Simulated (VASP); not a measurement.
# Mg3Sb2 (P-3m1) in VASP: single point with LDA

Aim: the single point of Mg3Sb2 with LDA.

All numbers are computed with VASP 6.6.1; they aren't measurements. Logs are shortened: lines on timing, memory, paths and dates and some standing lists are left out, and cuts for length are marked.

## (1) The cell of the first run

Symmetry: P-3m1, No. 164, trigonal system. Conventional cell: a = 4.582 Å, b = 4.582 Å, c = 7.244 Å, α = 90.00°, β = 90.00°, γ = 120.00°. Mg (site symmetry 3m) has 4 Sb at 2.82 to 2.86 Å and 6 Mg at 3.25 to 3.77 Å within 3.8 Å. Mg (site symmetry -3m) has 6 Sb at 3.15 Å and 6 Mg at 3.77 Å within 4.1 Å. Sb (site symmetry 3m) has 7 Mg at 2.82 to 3.15 Å within 3.7 Å.

## (2) Single point, LDA

Input file INCAR:

```
SYSTEM = Mg3Sb2
ALGO = Normal ; EDIFF = 1E-6
ENCUT = 600 ; GGA_COMPAT = .FALSE.
ISIF = 2 ; ISMEAR = 0
LASPH = .TRUE. ; LCHARG = .FALSE.
LREAL = .FALSE. ; LWAVE = .FALSE.
NBANDS = 16 ; NELM = 120
PREC = Accurate ; SIGMA = 0.01
```

Input file KPOINTS:

```
k-points
0
G
  6 6 4
  0 0 0
```

Input file POSCAR:

```
Mg3Sb2
1.0
    4.5820000000      0.0000000000      0.0000000000
   -2.2910000000      3.9681280000      0.0000000000
    0.0000000000      0.0000000000      7.2440000000
Mg Sb
3 2
Direct
    0.3333333333      0.6666666667      0.6300000000
    0.6666666667      0.3333333333      0.3700000000
    0.0000000000      0.0000000000      0.0000000000
    0.3333333333      0.6666666667      0.2350000000
    0.6666666667      0.3333333333      0.7650000000
```

Potentials or basis: VASP PAW LDA potentials, release 64 (Mg, Sb).

Command:

```sh
$ cat potpaw_LDA.64/Mg/POTCAR potpaw_LDA.64/Sb/POTCAR > POTCAR
$ mpirun -np 1 vasp_std > vasp.out
```

OUTCAR:

```text
SYSTEM = Mg3Sb2
   EDIFF = 1E-6
   ENCUT = 600
   ISIF = 2
   ISMEAR = 0
   LASPH = .TRUE.
   LREAL = .FALSE.
   NELM = 120
   PREC = Accurate

 ion  position               nearest neighbor table
   1  0.333  0.667  0.630-   5 2.82   5 2.82   5 2.82   4 2.86   2 3.25   2 3.25   2 3.25
   2  0.667  0.333  0.370-   4 2.82   4 2.82   4 2.82   5 2.86   1 3.25   1 3.25   1 3.25
   3  0.000  0.000  0.000-   4 3.15   5 3.15   5 3.15   4 3.15   5 3.15   4 3.15
   4  0.333  0.667  0.235-   2 2.82   2 2.82   2 2.82   1 2.86   3 3.15   3 3.15   3 3.15
   5  0.667  0.333  0.765-   1 2.82   1 2.82   1 2.82   2 2.86   3 3.15   3 3.15   3 3.15

  LATTYP: Found a hexagonal cell.
 ALAT       =     4.5820000000
 C/A-ratio  =     1.5809690092

  Lattice vectors:

 A1 = (   4.5820000000,   0.0000000000,   0.0000000000)
 A2 = (  -2.2910000000,   3.9681280000,   0.0000000000)
 A3 = (   0.0000000000,   0.0000000000,   7.2440000000)

Analysis of symmetry for initial positions (statically):
=====================================================================
 Subroutine PRICEL returns:
 Original cell was already a primitive cell.

 Routine SETGRP: Setting up the symmetry group for a
 hexagonal supercell.

 Subroutine GETGRP returns: Found 12 space group operations
 (whereof 12 operations were pure point group operations)
 out of a pool of 24 trial point group operations.

The static configuration has the point symmetry D_3d.

Analysis of symmetry for dynamics (positions and initial velocities):
=====================================================================
 Subroutine PRICEL returns:
 Original cell was already a primitive cell.

 Routine SETGRP: Setting up the symmetry group for a
 hexagonal supercell.

 Subroutine GETGRP returns: Found 12 space group operations
 (whereof 12 operations were pure point group operations)
 out of a pool of 24 trial point group operations.

The dynamic configuration has the point symmetry D_3d.

 Subroutine INISYM returns: Found 12 space group operations
 (whereof 12 operations are pure point group operations),
 and found     1 'primitive' translations

----------------------------------------------------------------------------------------

                                     Primitive cell

  volume of cell :     131.7101

  direct lattice vectors                    reciprocal lattice vectors
     4.582000000  0.000000000  0.000000000     0.218245308  0.126004000  0.000000000
    -2.291000000  3.968128000  0.000000000     0.000000000  0.252008000  0.000000000
     0.000000000  0.000000000  7.244000000     0.000000000  0.000000000  0.138045279

  length of vectors
     4.582000000  4.581999653  7.244000000     0.252007981  0.252008000  0.138045279

  position of ions in fractional coordinates (direct lattice)
     0.333333333  0.666666667  0.630000000
     0.666666667  0.333333333  0.370000000
     0.000000000  0.000000000  0.000000000
     0.333333333  0.666666667  0.235000000
     0.666666667  0.333333333  0.765000000

  ion indices of the primitive-cell ions
   primitive index   ion index
                 1           1
                 2           2
                 3           3
                 4           4
                 5           5

----------------------------------------------------------------------------------------

 KPOINTS: k-points

Automatic generation of k-mesh.
 Grid dimensions read from file:
 generate k-points for:    6    6    4

 Generating k-lattice:

  Cartesian coordinates                     Fractional coordinates (reciprocal lattice)
     0.036374218  0.021000667  0.000000000     0.166666667  0.000000000  0.000000000
     0.000000000  0.042001333  0.000000000     0.000000000  0.166666667  0.000000000
     0.000000000  0.000000000  0.034511320     0.000000000  0.000000000  0.250000000

  Length of vectors
     0.042001330  0.042001333  0.034511320

  Shift w.r.t. Gamma in fractional coordinates (k-lattice)
     0.000000000  0.000000000  0.000000000

 Subroutine IBZKPT returns following result:
 ===========================================

 Found     24 irreducible k-points:

 Following reciprocal coordinates:
            Coordinates               Weight
  0.000000  0.000000  0.000000      1.000000
  0.166667 -0.000000  0.000000      6.000000
  0.333333  0.000000  0.000000      6.000000
  0.500000 -0.000000  0.000000      3.000000
  0.166667  0.166667  0.000000      6.000000
  0.333333  0.166667  0.000000     12.000000
[... 16 lines left out ...]
  0.333333  0.166667  0.500000     12.000000
  0.333333  0.333333  0.500000      2.000000
   k-points           NKPTS =     24   k-points in BZ     NKDIM =     24   number of bands    NBANDS=     16
   number of dos      NEDOS =    301   number of ions     NIONS =      5
   total plane-waves  NPLWV =  96000
   dimension x,y,z NGX =    40 NGY =   40 NGZ =   60
   dimension x,y,z NGXF=    80 NGYF=   80 NGZF=  120
   ions per type =               3   2
   NGX,Y,Z   is equivalent  to a cutoff of  14.51, 14.51, 13.77 a.u.
   NGXF,Y,Z  is equivalent  to a cutoff of  29.03, 29.03, 27.54 a.u.
 SYSTEM =  Mg3Sb2
   PREC   = accura    normal or accurate (medium, high low for compatibility)
   ISTART =      0    job   : 0-new  1-cont  2-samecut
   ICHARG =      2    charge: 1-file 2-atom 10-const
   ISPIN  =      1    spin polarized calculation?
   LNONCOLLINEAR =      F non collinear calculations
   LSORBIT =      F    spin-orbit coupling
   LASPH  =      T    aspherical Exc in radial PAW
   ENCUT  =  600.0 eV  44.10 Ry    6.64 a.u.   9.15  9.15 14.47*2*pi/ulx,y,z
   NELM   =    120;   NELMIN=  2; NELMDL= -5     # of ELM steps
   EDIFF  = 0.1E-05   stopping-criterion for ELM
   LREAL  =      F    real-space projection
   EDIFFG = 0.1E-04   stopping-criterion for IOM
   NSW    =      0    number of steps for IOM
   IBRION =     -1    ionic relax: 0-MD 1-quasi-New 2-CG
   NFREE  =      0    steps in history (QN), initial steepest desc. (CG)
   ISIF   =      2    stress and relaxation
   ISYM   =      2    0-nonsym 1-usesym 2-fastsym
   POTIM  = 0.5000    time-step for ionic-motion
   TEBEG  =    0.0;   TEEND  =   0.0 temperature during run
   PSTRESS=    0.0 pullay stress
   NELECT =      16.0000    total number of electrons
   NUPDOWN=      -1.0000    fix difference up-down
   EMIN   =  10.00;   EMAX   =-10.00  energy-range for DOS
   EFERMI =   0.00;   METHOD = LEGACY
   ISMEAR =     0;   SIGMA  =   0.01  broadening in eV -4-tet -1-fermi 0-gaus
   EFERMI_NEDOS =   21; number of points for ismear=-14 and -15
   IALGO  =     38    algorithm
   IMIX   =      4    mixing-type and parameters
     AMIX     =   0.40;   BMIX     =  1.00
     AMIX_MAG =   1.60;   BMIX_MAG =  1.00
  volume/ion in A,a.u.               =      26.34       177.76
  Fermi-wavevector in a.u.,A,eV,Ry     =   0.810790  1.532171  8.944205  0.657381
  Thomas-Fermi vector in A             =   1.920030
   LORBIT       =      0    0 simple, 1 ext, 2 COOP (PROOUT), +10 PAW based schemes
   GGA     = CA    functional components
   LHFCALC =     F    Hartree Fock is set to
   AEXX    =    0.0000 exact exchange contribution
   IVDW    =     0    specifies the selected vdW correction
   LEPSILON=     F    determine dielectric tensor
   LRPA    =     F    only Hartree local field effects (RPA)
 non-spin polarized calculation
 Gauss-broadening in eV      SIGMA  =   0.01
  energy-cutoff  :      600.00
  volume of cell :      131.71
 maximum number of plane-waves:      4414
 NGX is ok and might be reduce to    40
   NGX = 19   NGY = 19   NGZ = 29

 number of electron      16.0000000 magnetization

 Free energy of the ion-electron system (eV)
  ---------------------------------------------------
  ext. energy  EPLUGINS =         0.00000000
  ---------------------------------------------------
  free energy    TOTEN  =       -17.00227389 eV

  energy without entropy =      -17.00227389  energy(sigma->0) =      -17.00227389

 E-fermi :   4.2533     XC(G=0):  -8.9609

 val. band max:        4.1821968262   @ k =   0.0000   0.0000   0.0000
 cond. band min:       4.4194312225   @ k =   0.3333   0.3333   0.0000
 fundamental gap:      0.2372343963
 Fermi energy:         4.2533317454

 k-point     1 :       0.0000    0.0000    0.0000
  band No.  band energies     occupation
      1      -6.0458      2.00000
      2      -4.8468      2.00000
      3      -0.6430      2.00000
      4       3.1614      2.00000
      5       3.1614      2.00000
      6       3.8720      2.00000
[... 8 lines left out ...]
     15       8.3382      0.00000
     16       9.1594      0.00000

 k-point     2 :       0.1667   -0.0000    0.0000
  band No.  band energies     occupation
      1      -5.8617      2.00000
      2      -4.7433      2.00000
      3      -0.4059      2.00000
      4       1.7849      2.00000
      5       2.5513      2.00000
      6       2.7305      2.00000
[... 8 lines left out ...]
     15       8.3617      0.00000
     16       8.8825      0.00000

 k-point     3 :       0.3333    0.0000    0.0000
  band No.  band energies     occupation
      1      -5.3808      2.00000
      2      -4.5633      2.00000
      3       0.1262      2.00000
      4       0.3897      2.00000
      5       1.1233      2.00000
      6       2.1941      2.00000
[... 8 lines left out ...]
     15       9.6112      0.00000
     16       9.8047      0.00000

 k-point     4 :       0.5000   -0.0000    0.0000
  band No.  band energies     occupation
      1      -4.9846      2.00000
      2      -4.5760      2.00000
      3      -0.3709      2.00000
      4       0.4940      2.00000
      5       1.0577      2.00000
      6       1.9906      2.00000
[... 8 lines left out ...]
     15       9.8782      0.00000
     16      10.5461      0.00000
[... 324 lines left out ...]
 k-point    22 :       0.1667    0.1667    0.5000
  band No.  band energies     occupation
      1      -5.1235      2.00000
      2      -5.1178      2.00000
      3       0.4153      2.00000
      4       0.6034      2.00000
      5       2.1500      2.00000
      6       2.1848      2.00000
[... 8 lines left out ...]
     15       8.6489      0.00000
     16       9.4354      0.00000

 k-point    23 :       0.3333    0.1667    0.5000
  band No.  band energies     occupation
      1      -4.7910      2.00000
      2      -4.7686      2.00000
      3      -0.2905      2.00000
      4      -0.0776      2.00000
      5       1.3792      2.00000
      6       1.6257      2.00000
[... 8 lines left out ...]
     15       9.7687      0.00000
     16       9.9442      0.00000

 k-point    24 :       0.3333    0.3333    0.5000
  band No.  band energies     occupation
      1      -4.6536      2.00000
      2      -4.6536      2.00000
      3      -0.0193      2.00000
      4      -0.0193      2.00000
      5       0.3705      2.00000
      6       0.8885      2.00000
[... 8 lines left out ...]
     15       9.3877      0.00000
     16       9.8568      0.00000

------------------------ aborting loop because EDIFF is reached ----------------------------------------

  FORCE on cell =-STRESS in cart. coord.  units (eV):
  Direction    XX          YY          ZZ          XY          YZ          ZX
  --------------------------------------------------------------------------------------
  -------------------------------------------------------------------------------------
  Total       -1.8395214     -1.8395210     -1.2230076      0.0000000      0.0000000      0.0000000
  in kB      -22.3767093    -22.3767048    -14.8771773      0.0000000      0.0000000      0.0000000
  external PRESSURE =     -19.8768638 kB  Pullay stress =       0.0000000 kB

 VOLUME and BASIS-vectors are now :
 -----------------------------------------------------------------------------
  energy-cutoff  :      600.00
  volume of cell :      131.71
      direct lattice vectors                 reciprocal lattice vectors
     4.582000000  0.000000000  0.000000000     0.218245308  0.126004000  0.000000000
    -2.291000000  3.968128000  0.000000000     0.000000000  0.252008000  0.000000000
     0.000000000  0.000000000  7.244000000     0.000000000  0.000000000  0.138045279

 POSITION                                       TOTAL-FORCE (eV/Angst)
 -----------------------------------------------------------------------------------
     -0.00000      2.64542      4.56372        -0.000000      0.000000      0.151413
      2.29100      1.32271      2.68028         0.000000     -0.000000     -0.151413
      0.00000      0.00000      0.00000        -0.000000     -0.000000      0.000000
     -0.00000      2.64542      1.70234         0.000000     -0.000000     -0.369270
      2.29100      1.32271      5.54166        -0.000000      0.000000      0.369270
 -----------------------------------------------------------------------------------
    total drift:                                0.000000     -0.000000     -0.000000

  FREE ENERGIE OF THE ION-ELECTRON SYSTEM (eV)
  ---------------------------------------------------
  free  energy   TOTEN  =       -17.0022738861 eV

  energy  without entropy=      -17.0022738861  energy(sigma->0) =      -17.00227389
```

It took 2 min on 1 thread of AMD EPYC, shared host; peak memory 0.23 GiB.

What came out:

* Free energy: -17.0023 eV
* Pressure: -2.0 GPa
* Largest force: 0.369 eV/Å
* Band gap on the k mesh: 0.24 eV (least direct gap 1.05 eV)

Forces in eV/Å, atoms in the order of the input:
```
Mg   0.000  0.000  0.151
Mg   0.000  0.000 -0.151
Mg   0.000  0.000  0.000
Sb   0.000  0.000 -0.369
Sb   0.000  0.000  0.369
```

Stress tensor (GPa, compression positive):
```
-2.24  0.00  0.00
 0.00 -2.24  0.00
 0.00  0.00 -1.49
```

Levels at points of the mesh, in eV from the valence-band top:
```
           k point  band 6  band 7  band 8  band 9  band 10  band 11
(0.00, 0.00, 0.00)   -0.31   -0.31    0.00    1.05     1.28     3.13
(0.50, 0.00, 0.00)   -2.19   -2.17   -0.81    0.51     2.02     2.10
(0.00, 0.00, 0.50)   -0.76   -0.59   -0.59    1.82     1.87     2.83
(0.50, 0.00, 0.50)   -1.64   -1.61   -1.46    0.43     1.40     1.79
```

Caveat: spin-orbit coupling is left out, which moves the levels of the heavy elements. A k mesh can miss the band edges.
